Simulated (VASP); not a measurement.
B3Pd, 4 atoms in the cell. It takes space group P6/mmm (No. 191, hexagonal). The conventional cell has a = 3.506 Å, b = 3.506 Å, c = 3.349 Å, α = 90.00°, β = 90.00°, γ = 120.00°. Within 2.3 Å of B (site symmetry mmm) lie 4 B at 1.75 Å. Pd (site symmetry 6/mmm) has 12 B at 2.42 Å within 3.2 Å. 

```yaml
Program: VASP 6.6.1
Task: single point
Functional: PBE
Potentials_or_basis: VASP PAW PBE potentials, release 64 (B, Pd)
Cutoff: 500 eV
k_mesh: 6 × 6 × 6
Occupations: gaussian, width 0.1 eV
Spin: no spin polarisation
Dipole_correction: no
Further_INCAR_settings: ALGO = Normal; EDIFF = 1e-06; NBANDS = 18
```

Potentials or basis: VASP PAW PBE potentials, release 64 (B, Pd).

Run with:

```sh
$ cat potpaw_PBE.64/B/POTCAR potpaw_PBE.64/Pd/POTCAR > POTCAR
$ mpirun -np 1 vasp_std > vasp.out
```

Hardware: 1 thread of AMD EPYC 7R13 (shared host).

Estimate the wall time of this run.

Run time: 29 s on 1 thread of AMD EPYC 7R13, on a shared host, peak memory 0.13 GiB. Counts: scf iterations 12, k points 28.
